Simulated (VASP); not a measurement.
The system is ZnSe.

```
CELL_PARAMETERS angstrom
0.00000 2.85257 2.85257
2.85257 0.00000 2.85257
2.85257 2.85257 0.00000
ATOMIC_POSITIONS crystal
Se 0.75000 0.75000 0.75000
Zn 0.00000 0.00000 0.00000
```

Base run:

- Program: VASP 6.6.1
- Functional: r2SCAN
- Potentials or basis: VASP PAW PBE potentials, release 64 (Se, Zn)
- Cutoff: 520 eV
- k mesh: 8 × 8 × 8
- Occupations: fermi-dirac, width 0.05 eV
- Spin: no spin polarisation

Its results: band gap on the k mesh 1.78 eV; pressure -1.2 GPa.

The run is repeated on the same cell with these changes: functional from r2SCAN to b88 exchange, pbe correlation; cutoff from 520 eV to 500 eV. What comes out?

Band gap on the k mesh 1.21 eV; pressure 0.9 GPa.

Caveats: the PAW data sets were made with another functional, which shifts forces and pressure a little.

